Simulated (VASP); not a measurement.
**BAs: single point with PBE**

BAs:

```
B As
1.0
     0.00000    2.40464    2.40464
     2.40464    0.00000    2.40464
     2.40464    2.40464    0.00000
B As
1 1
Direct
  0.00000 0.00000 0.00000
  0.75000 0.75000 0.75000
```

| Quantity | Value |
| --- | --- |
| Program | VASP 6.6.1 |
| Task | single point |
| Functional | PBE |
| Potentials or basis | VASP PAW PBE potentials, release 64 (B, As) |
| Cutoff | 520 eV |
| k mesh | 10 × 10 × 10 |
| Occupations | gaussian, width 0.01 eV |
| Spin | no spin polarisation |

| Quantity | Value |
| --- | --- |
| Pressure | 0.6 GPa |
| Band gap on the k mesh | 1.20 eV, indirect (least direct gap 3.25 eV) |

Levels at points of the mesh, in eV from the valence-band top:
```
           k point  band 1  band 2  band 3  band 4  band 5  band 6  band 7  band 8
(0.00, 0.00, 0.00)  -15.22    0.00    0.00    0.00    3.25    3.25    3.25    4.43
(0.50, 0.00, 0.00)  -12.42   -8.64   -1.79   -1.79    2.57    4.76    4.76    8.82
(0.50, 0.50, 0.00)  -11.13   -8.42   -4.00   -4.00    1.45    1.46   11.17   11.17
```

Run time: 9.8 s on 1 thread of Intel Xeon 6975P-C, on a shared host, peak memory 0.16 GiB.

A k mesh can miss the band edges. Expect the measured gap to be larger: semilocal functionals such as PBE lack the derivative discontinuity.
